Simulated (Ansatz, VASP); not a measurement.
Two plane-wave programs on TePd2

File INCAR:

```
SYSTEM = TePd2
PREC = Accurate
ENCUT = 600
EDIFF = 1E-6
ISMEAR = 0
SIGMA = 0.1
LREAL = .False.
LASPH = .True.
NELM = 80
ALGO = Fast
ISIF = 3
LWAVE = .False.
LCHARG = .False.
GGA = PE
IBRION = 2
NSW = 90
EDIFFG = -0.04
```

File KPOINTS:

```
regular mesh
0
Gamma
  6 6 6
  0 0 0
```

The input POSCAR:

```
TePd2
1.0
    1.8241776019      1.0531894295      5.5094830058
   -1.8241776019      1.0531894295      5.5094830058
    0.0000000000     -2.1063788590      5.5094830058
Te Pd
1 2
Direct
    0.0000000000      0.0000000000      0.0000000000
    0.7500000000      0.7500000000      0.7500000000
    0.2500000000      0.2500000000      0.2500000000
```

Input for Ansatz:

```yaml
crystal:
  lattice:
    - [1.8241776019, 1.0531894295, 5.5094830058]
    - [-1.8241776019, 1.0531894295, 5.5094830058]
    - [0.0, -2.106378859, 5.5094830058]
  atoms:
    - { symbol: Te, position: [0.0, 0.0, 0.0] }
    - { symbol: Pd, position: [0.75, 0.75, 0.75] }
    - { symbol: Pd, position: [0.25, 0.25, 0.25] }
basis:
  ecutwfc: 420
kpoints:
  mp_grid: { grid: [6, 6, 6] }
hamiltonian:
  xc: pbe
scf:
  occupations: { method: gaussian, width: 0.1 }
  lower_state_search: "off"
output:
  forces: true
  stress: true
  eigenvalues: true
relax:
  adjacent_minimum: "off"
  f_tol: 0.04
  max_steps: 70
  cell: { stress_tol: 0.4 }
```

Alike in both runs: task relaxation of cell and atoms; functional PBE; k mesh 6 × 6 × 6; occupations gaussian, width 0.1 eV; no spin polarisation.

|  | VASP | Ansatz |
| --- | --- | --- |
| version | VASP 6.6.1 | Ansatz 0.2.0 |
| potentials or method | VASP PAW PBE potentials, release 64 (Te, Pd), cutoff 600 eV | scalar-relativistic, plane waves, PAW |
| valence electrons in the cell | 26 | 52 |

|  | VASP | Ansatz | Ansatz less VASP |
| --- | --- | --- | --- |
| gap on the k mesh at the Fermi level, each at its own relaxed structure (eV) | none | none | - |
| relaxed volume (Å³/atom) | 20.49 | 20.62 | +0.125 |
| relaxed cell length with the largest relative difference (Å) | 4.443 | 4.449 | +0.0055 |

A gap of «none» marks a metal or a gap that the smearing closes. VASP's potentials hold 26 valence electrons a cell and Ansatz's 52, so a difference there can come from the potentials and not from the codes.

Spin-orbit coupling is off throughout.
